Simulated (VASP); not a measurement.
# P (P1) in VASP: relaxation of cell and atoms with PBE

Aim: the relaxation of cell and atoms of P with PBE.

All numbers are computed with VASP 6.6.1; they aren't measurements. Logs are shortened: lines on timing, memory, paths and dates and some standing lists are left out, and cuts for length are marked.

## (1) The cell of the first run

The typed cell holds 7 atoms: a = 5.464 Å, b = 5.553 Å, c = 5.472 Å, α = 64.37°, β = 64.00°, γ = 63.13°.

## (2) Relaxation of cell and atoms, PBE

INCAR

```
SYSTEM = P
ALGO = Normal ; EDIFF = 1E-7
EDIFFG = -0.025 ; ENCUT = 500
GGA = PE ; GGA_COMPAT = .FALSE.
IBRION = 2 ; ISIF = 3
ISMEAR = 0 ; LASPH = .TRUE.
LCHARG = .FALSE. ; LREAL = .FALSE.
LWAVE = .FALSE. ; NELM = 120
NELMIN = 4 ; NSW = 80
PREC = Accurate ; SIGMA = 0.2
```

KPOINTS

```
k-points
0
G
  6 6 6
  0 0 0
```

POSCAR

```
P
1.0
    2.8419582070      1.7005105470      4.3463604540
   -2.9257173557      1.7453092210      4.3851477631
   -0.0030827846     -3.3478984815      4.3278777769
P
7
Direct
    0.4587824326      0.0929876164      0.7764880771
    0.7906902199      0.4761826283      0.1072297232
    0.1029139149      0.8108584126      0.4421291323
    0.5610361526      0.8728951656      0.2525060698
    0.1738854263      0.5283364244      0.8806524349
    0.8771936865      0.1995049995      0.5514546577
    0.0354981673      0.0192347531     -0.0104600950
```

Potentials or basis: VASP PAW PBE potentials, release 64 (P).

Launch:

```bash
cat potpaw_PBE.64/P/POTCAR > POTCAR
mpirun -np 1 vasp_std > vasp.out
```

OUTCAR:

```text
SYSTEM = P
   EDIFF = 1E-7
   EDIFFG = -0.025
   ENCUT = 500
   GGA = PE
   IBRION = 2
   ISIF = 3
   ISMEAR = 0
   LASPH = .TRUE.
   LREAL = .FALSE.
   NELM = 120
   NELMIN = 4
   NSW = 80
   PREC = Accurate

 ion  position               nearest neighbor table
   1  0.459  0.093  0.776-   7 2.23   6 2.28   5 2.37   4 2.55
   2  0.791  0.476  0.107-   5 1.99   4 2.28   6 2.37   7 2.50
   3  0.103  0.811  0.442-   6 2.14   5 2.32   7 2.35   4 2.38
   4  0.561  0.873  0.253-   2 2.28   3 2.38   1 2.55   7 2.66
   5  0.174  0.528  0.881-   2 1.99   3 2.32   1 2.37   7 2.74
   6  0.877  0.200  0.551-   3 2.14   1 2.28   2 2.37   7 2.54
   7  0.035  0.019  0.990-   1 2.23   3 2.35   2 2.50   6 2.54   4 2.66   5 2.74

  Warning from LATTYP: Got some problem with cell dimensions!
  Tried to take original basis but could not verify dimensions!
  LATTYP: Found a triclinic cell.
 ALAT       =     9.9606935151
 B/A-ratio  =     0.5790741325
 C/A-ratio  =     0.5493242561
 COS(alpha) =     0.0011300825
 COS(beta)  =     0.3094598678
 COS(gamma) =     0.8607369141

  Lattice vectors:

 A1 = (   8.6127165543,   5.0036103545,  -0.0203046320)
 A2 = (   5.7676755627,  -0.0447986740,  -0.0387873091)
 A3 = (   0.0030827846,   3.3478984815,  -4.3278777769)

Analysis of symmetry for initial positions (statically):
=====================================================================
 Subroutine PRICEL returns:
 Original cell was already a primitive cell.

 Routine SETGRP: Setting up the symmetry group for a
 triclinic supercell.

 Subroutine GETGRP returns: Found  1 space group operations
 (whereof  1 operations were pure point group operations)
 out of a pool of  2 trial point group operations.

The static configuration has the point symmetry C_1 .

Analysis of symmetry for dynamics (positions and initial velocities):
=====================================================================
 Subroutine PRICEL returns:
 Original cell was already a primitive cell.

 Routine SETGRP: Setting up the symmetry group for a
 triclinic supercell.

 Subroutine GETGRP returns: Found  1 space group operations
 (whereof  1 operations were pure point group operations)
 out of a pool of  2 trial point group operations.

The dynamic configuration has the point symmetry C_1 .

 Subroutine INISYM returns: Found  1 space group operations
 (whereof  1 operations are pure point group operations),
 and found     1 'primitive' translations

----------------------------------------------------------------------------------------

                                     Primitive cell

  volume of cell :     127.2947

  direct lattice vectors                    reciprocal lattice vectors
     2.841958207  1.700510547  4.346360454     0.174669610  0.099364933  0.076989738
    -2.925717356  1.745309221  4.385147763    -0.172126384  0.096728672  0.074703391
    -0.003082785 -3.347898482  4.327877777    -0.001011456 -0.197797945  0.078049672

  length of vectors
     5.464367463  5.552967425  5.471650555     0.215198239  0.211103114  0.212642427

  position of ions in fractional coordinates (direct lattice)
     0.458782433  0.092987616  0.776488077
     0.790690220  0.476182628  0.107229723
     0.102913915  0.810858413  0.442129132
     0.561036153  0.872895166  0.252506070
     0.173885426  0.528336424  0.880652435
     0.877193687  0.199505000  0.551454658
     0.035498167  0.019234753  0.989539905

  ion indices of the primitive-cell ions
   primitive index   ion index
                 1           1
                 2           2
                 3           3
                 4           4
                 5           5
                 6           6
                 7           7

----------------------------------------------------------------------------------------

 KPOINTS: k-points

Automatic generation of k-mesh.
 Grid dimensions read from file:
 generate k-points for:    6    6    6

 Generating k-lattice:

  Cartesian coordinates                     Fractional coordinates (reciprocal lattice)
     0.029111602  0.016560822  0.012831623     0.166666667  0.000000000  0.000000000
    -0.028687731  0.016121445  0.012450565     0.000000000  0.166666667  0.000000000
    -0.000168576 -0.032966324  0.013008279    -0.000000000 -0.000000000  0.166666667

  Length of vectors
     0.035866373  0.035183852  0.035440404

  Shift w.r.t. Gamma in fractional coordinates (k-lattice)
     0.000000000  0.000000000  0.000000000

 Subroutine IBZKPT returns following result:
 ===========================================

 Found    112 irreducible k-points:

 Following reciprocal coordinates:
            Coordinates               Weight
  0.000000  0.000000  0.000000      1.000000
  0.166667  0.000000 -0.000000      2.000000
  0.333333  0.000000 -0.000000      2.000000
  0.500000  0.000000  0.000000      1.000000
  0.000000  0.166667 -0.000000      2.000000
  0.166667  0.166667 -0.000000      2.000000
[... 16 lines left out ...]
  0.333333  0.000000  0.166667      2.000000
  0.500000  0.000000  0.166667      2.000000
 [... further k-points ...]
   k-points           NKPTS =    112   k-points in BZ     NKDIM =    112   number of bands    NBANDS=     21
   number of dos      NEDOS =    301   number of ions     NIONS =      7
   total plane-waves  NPLWV =  64000
   dimension x,y,z NGX =    40 NGY =   40 NGZ =   40
   dimension x,y,z NGXF=    80 NGYF=   80 NGZF=   80
   ions per type =               7
   NGX,Y,Z   is equivalent  to a cutoff of  12.17, 11.98, 12.15 a.u.
   NGXF,Y,Z  is equivalent  to a cutoff of  24.34, 23.95, 24.31 a.u.
 SYSTEM =  P
   PREC   = accura    normal or accurate (medium, high low for compatibility)
   ISTART =      0    job   : 0-new  1-cont  2-samecut
   ICHARG =      2    charge: 1-file 2-atom 10-const
   ISPIN  =      1    spin polarized calculation?
   LNONCOLLINEAR =      F non collinear calculations
   LSORBIT =      F    spin-orbit coupling
   LASPH  =      T    aspherical Exc in radial PAW
   ENCUT  =  500.0 eV  36.75 Ry    6.06 a.u.   9.96 10.12  9.98*2*pi/ulx,y,z
   NELM   =    120;   NELMIN=  4; NELMDL= -5     # of ELM steps
   EDIFF  = 0.1E-06   stopping-criterion for ELM
   LREAL  =      F    real-space projection
   EDIFFG = -.3E-01   stopping-criterion for IOM
   NSW    =     80    number of steps for IOM
   IBRION =      2    ionic relax: 0-MD 1-quasi-New 2-CG
   NFREE  =      1    steps in history (QN), initial steepest desc. (CG)
   ISIF   =      3    stress and relaxation
   ISYM   =      2    0-nonsym 1-usesym 2-fastsym
   POTIM  = 0.5000    time-step for ionic-motion
   TEBEG  =    0.0;   TEEND  =   0.0 temperature during run
   PSTRESS=    0.0 pullay stress
   NELECT =      35.0000    total number of electrons
   NUPDOWN=      -1.0000    fix difference up-down
   EMIN   =  10.00;   EMAX   =-10.00  energy-range for DOS
   EFERMI =   0.00;   METHOD = LEGACY
   ISMEAR =     0;   SIGMA  =   0.20  broadening in eV -4-tet -1-fermi 0-gaus
   EFERMI_NEDOS =   21; number of points for ismear=-14 and -15
   IALGO  =     38    algorithm
   IMIX   =      4    mixing-type and parameters
     AMIX     =   0.40;   BMIX     =  1.00
     AMIX_MAG =   1.60;   BMIX_MAG =  1.00
  volume/ion in A,a.u.               =      18.18       122.72
  Fermi-wavevector in a.u.,A,eV,Ry     =   1.064537  2.011683 15.418652  1.133239
  Thomas-Fermi vector in A             =   2.200059
   LORBIT       =      0    0 simple, 1 ext, 2 COOP (PROOUT), +10 PAW based schemes
   GGA     = PE    functional components
   LHFCALC =     F    Hartree Fock is set to
   AEXX    =    0.0000 exact exchange contribution
   IVDW    =     0    specifies the selected vdW correction
   LEPSILON=     F    determine dielectric tensor
   LRPA    =     F    only Hartree local field effects (RPA)
 conjugate gradient relaxation of ions
 non-spin polarized calculation
 Gauss-broadening in eV      SIGMA  =   0.20
  energy-cutoff  :      500.00
  volume of cell :      127.29
 maximum number of plane-waves:      3254
   NGX = 19   NGY = 21   NGZ = 19

--------------------------------------- Ionic step        1  -------------------------------------------

 number of electron      34.9999999 magnetization

 Free energy of the ion-electron system (eV)
  ---------------------------------------------------
  ext. energy  EPLUGINS =         0.00000000
  ---------------------------------------------------
  free energy    TOTEN  =       -34.99984901 eV

  energy without entropy =      -34.93432608  energy(sigma->0) =      -34.96708755

------------------------ aborting loop because EDIFF is reached ----------------------------------------

  FORCE on cell =-STRESS in cart. coord.  units (eV):
  Direction    XX          YY          ZZ          XY          YZ          ZX
  --------------------------------------------------------------------------------------
  -------------------------------------------------------------------------------------
  Total        3.2708559      5.3754032      2.4331309      3.6835720      5.1309909      0.9039656
  in kB       41.1681821     67.6567804     30.6242702     46.3627768     64.5805183     11.3776398
  external PRESSURE =      46.4830776 kB  Pullay stress =       0.0000000 kB
[... 104 lines left out ...]
  FREE ENERGIE OF THE ION-ELECTRON SYSTEM (eV)
  ---------------------------------------------------
  free  energy   TOTEN  =       -35.6521518967 eV

  energy  without entropy=      -35.5892017943  energy(sigma->0) =      -35.62067685

 E-fermi :   6.8399     XC(G=0): -10.0017

 val. band max:        6.8342297066   @ k =   0.3333   0.1667   0.3333
 cond. band min:       6.8452410427   @ k =   0.0000   0.5000   0.1667
 fundamental gap:      0.0110113362
 Fermi energy:         6.8398888618

 k-point     1 :       0.0000    0.0000    0.0000
  band No.  band energies     occupation
      1      -8.9849      2.00000
      2      -4.5416      2.00000
      3      -4.3983      2.00000
      4      -4.1155      2.00000
      5      -3.8797      2.00000
      6      -3.3179      2.00000
[... 565 lines left out ...]
     20       8.0083      0.00000
     21       8.7365      0.00000

 [... further k-points ...]

[... ionic steps 4 to 36 ...]

--------------------------------------- Ionic step       37  -------------------------------------------

 number of electron      35.0000002 magnetization

------------------------ aborting loop because EDIFF is reached ----------------------------------------
[... 77 lines left out ...]
--------------------------------------- Ionic step       39  -------------------------------------------

 number of electron      35.0000002 magnetization

 Free energy of the ion-electron system (eV)
  ---------------------------------------------------
  ext. energy  EPLUGINS =         0.00000000
  ---------------------------------------------------
  free energy    TOTEN  =       -36.11748000 eV

  energy without entropy =      -36.09026098  energy(sigma->0) =      -36.10387049

 E-fermi :   5.9999     XC(G=0):  -9.6168

 val. band max:        5.9862056389   @ k =   0.5000   0.1667   0.5000
 cond. band min:       6.0023858608   @ k =   0.5000   0.5000   0.5000
 fundamental gap:      0.0161802219
 Fermi energy:         5.9999401765

 k-point     1 :       0.0000    0.0000    0.0000
  band No.  band energies     occupation
      1      -9.5697      2.00000
      2      -5.5391      2.00000
      3      -5.2703      2.00000
      4      -4.9770      2.00000
      5      -4.7158      2.00000
      6      -3.5528      2.00000
[... 565 lines left out ...]
     20       7.5270      0.00000
     21       7.7170      0.00000

 [... further k-points ...]
[... 5 lines left out ...]
  --------------------------------------------------------------------------------------
  -------------------------------------------------------------------------------------
  Total        0.0070158      0.0262685      0.0096139     -0.0229359     -0.0120551     -0.0391302
  in kB        0.0815670      0.3054010      0.1117727     -0.2666560     -0.1401535     -0.4549324
  external PRESSURE =       0.1662469 kB  Pullay stress =       0.0000000 kB
[... 22 lines left out ...]
  FREE ENERGIE OF THE ION-ELECTRON SYSTEM (eV)
  ---------------------------------------------------
  free  energy   TOTEN  =       -36.1174800011 eV

  energy  without entropy=      -36.0902609839  energy(sigma->0) =      -36.10387049

 reached required accuracy - stopping structural energy minimisation
```

Run time: 39 min. Hardware: 1 thread of Intel Xeon 6975P-C (Granite Rapids), shared host; peak memory 0.37 GiB.

Results:

```
Free energy                           : -36.1175 eV
Relaxed volume                        : 19.69 Å³/atom
Relaxed cell                          : a = 5.624 Å, b = 6.536 Å, c = 5.534 Å, α = 56.18°, β = 63.23°, γ = 56.45°
Space group after relaxing (to 0.1 Å) : P-1 (No. 2)
Energy gained by relaxing             : 159.7 meV/atom
Ionic steps                           : 39
Pressure after relaxing               : 0.0 GPa
Largest force after relaxing          : 0.021 eV/Å
Band gap on the k mesh                : zero (an odd number of electrons rules out a gap without spin polarisation)
```

Forces on the atoms (eV/Å):
```
P    0.000 -0.006  0.001
P    0.003 -0.001  0.021
P    0.011  0.005 -0.001
P    0.003 -0.010 -0.006
P   -0.007  0.000  0.007
P   -0.014  0.005 -0.009
P    0.003  0.008 -0.013
```

The path:
```csv
step,energy change (eV),largest force (eV/Å),pressure (GPa),volume (Å³)
1,0.0000,4.1361,4.65,127.29
2,-0.4343,1.4223,-5.08,137.00
3,-0.6523,1.1439,-2.30,132.65
4,-0.8710,0.7684,-0.08,129.13
5,-0.8962,0.7523,1.22,127.56
6,-0.9843,0.3462,0.69,128.66
7,-0.9906,0.3393,0.59,129.04
8,-1.0063,0.1934,-0.31,130.50
9,-1.0064,0.2052,-0.38,130.60
10,-1.0201,0.1398,-0.09,130.54
11,-1.0305,0.2193,0.50,130.42
12,-1.0395,0.2196,0.09,131.12
13,-1.0430,0.3229,-0.38,131.95
14,-1.0537,0.2524,-0.30,132.02
15,-1.0645,0.1814,-0.12,132.15
16,-1.0695,0.1008,0.24,131.87
17,-1.0700,0.1081,0.40,131.75
18,-1.0735,0.0926,0.19,132.14
19,-1.0770,0.1260,-0.37,133.23
20,-1.0802,0.1236,-0.26,133.17
21,-1.0852,0.1482,0.10,132.98
22,-1.0855,0.1650,0.23,132.91
23,-1.0911,0.1235,0.20,133.25
24,-1.0946,0.1465,0.18,133.80
25,-1.0993,0.1238,0.14,134.38
26,-1.1028,0.1881,0.11,135.53
27,-1.1069,0.1374,0.01,136.25
28,-1.1110,0.1393,-0.17,137.82
29,-1.1136,0.0887,-0.02,137.60
30,-1.1137,0.0976,0.01,137.55
31,-1.1154,0.0630,0.06,137.45
32,-1.1155,0.0675,0.07,137.43
33,-1.1165,0.0466,-0.02,137.61
34,-1.1167,0.0492,-0.08,137.72
35,-1.1171,0.0393,0.09,137.54
36,-1.1171,0.0379,0.08,137.55
37,-1.1174,0.0464,-0.02,137.75
38,-1.1174,0.0418,-0.01,137.73
39,-1.1176,0.0210,0.02,137.81
```

Final structure:
```xyz
7
Lattice="2.4399 2.0105 4.6512 -3.3314 1.9178 5.2857 -0.5053 -3.0433 4.5942" Properties=species:S:1:pos:R:3 pbc="T T T"
P     0.1616   -1.2720    6.2990
P     0.1722    2.2153    6.7181
P    -2.6521    0.4701    6.9572
P    -1.5697    2.1430    8.2285
P    -1.5673   -1.3341    7.8318
P     1.2747    0.4032    7.5612
P    -0.5152   -3.0137    4.5916
```

Caveat: a cell axis changed by over 15 % at a fixed basis, so the end point is rough.
